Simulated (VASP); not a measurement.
# ZrB2: single point with LDA

Crystal: ZrB2.

```
Zr B
1.0
     3.13163    0.00000    0.00000
    -1.56582    2.71207    0.00000
     0.00000    0.00000    3.49206
Zr B
1 2
Direct
  0.00000 0.00000 0.00000
  0.66667 0.33333 0.50000
  0.33333 0.66667 0.50000
```

```
Program             : VASP 6.6.1
Task                : single point
Functional          : LDA
Potentials or basis : VASP PAW LDA potentials, release 64 (Zr_sv, B)
Cutoff              : 520 eV
k mesh              : 10 × 10 × 8
Occupations         : fermi-dirac, width 0.05 eV
Spin                : no spin polarisation
```

* Pressure: 0.5 GPa
* Band gap on the k mesh: zero (bands 9 and 10 overlap by 0.85 eV)

Levels at points of the mesh, in eV from the Fermi level:
| k point | band 5 | band 6 | band 7 | band 8 | band 9 | band 10 | band 11 | band 12 | band 13 | band 14 |
| --- | --- | --- | --- | --- | --- | --- | --- | --- | --- | --- |
| (0.00, 0.00, 0.00) | -12.62 | -2.59 | -2.59 | -2.57 | -2.17 | 3.64 | 3.64 | 4.43 | 4.43 | 5.36 |
| (0.50, 0.00, 0.00) | -8.92 | -8.23 | -3.91 | -2.96 | -2.68 | 2.42 | 2.49 | 5.25 | 5.36 | 6.90 |
| (0.00, 0.00, 0.50) | -10.41 | -6.91 | -0.86 | -0.86 | 0.44 | 0.44 | 0.89 | 0.89 | 1.98 | 5.24 |
| (0.50, 0.00, 0.50) | -9.85 | -6.80 | -4.61 | -4.13 | -1.75 | 3.99 | 4.48 | 5.65 | 6.69 | 6.85 |

Wall time 28 s on 1 thread of Intel Xeon 8259CL, on a shared host, peak memory 0.15 GiB.
